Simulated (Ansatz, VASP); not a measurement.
**Two plane-wave programs on Al2BP3**

```
CELL_PARAMETERS angstrom
2.98699 1.72454 2.92369
-2.98699 1.72454 2.92369
0.00000 -3.44908 2.92369
ATOMIC_POSITIONS crystal
Al 0.14011 0.14011 0.14011
Al 0.85989 0.85989 0.85989
B 0.50000 0.50000 0.50000
P 0.00000 0.50000 0.50000
P 0.50000 0.00000 0.50000
P 0.50000 0.50000 0.00000
```

Change from the starting cell: species swapped into the Dy2Fe3Ni type (R-3m, No. 166).

Alike in both runs: functional PBE; k mesh 12 × 12 × 12; occupations gaussian, width 0.1 eV; no spin polarisation.

Ansatz relaxed the structure, and its values are those at the end. VASP's run is a single point on that final structure, the one shown.

```csv
,VASP,Ansatz
version,VASP 6.6.1,Ansatz 0.2.0
potentials or method,"VASP PAW PBE potentials, release 64 (Al, B, P), cutoff 520 eV","scalar-relativistic, plane waves, PAW"
valence electrons in the cell,24,24
```

|  | VASP | Ansatz | Ansatz less VASP |
| --- | --- | --- | --- |
| gap on the k mesh at the Fermi level (eV) | none | none | - |
| pressure (GPa) | -0.1 | 0.0 | +0.10 |

A gap of «none» marks a metal or a gap that the smearing closes. With one functional, cell and mesh, what is left measures potentials, basis and numerics.
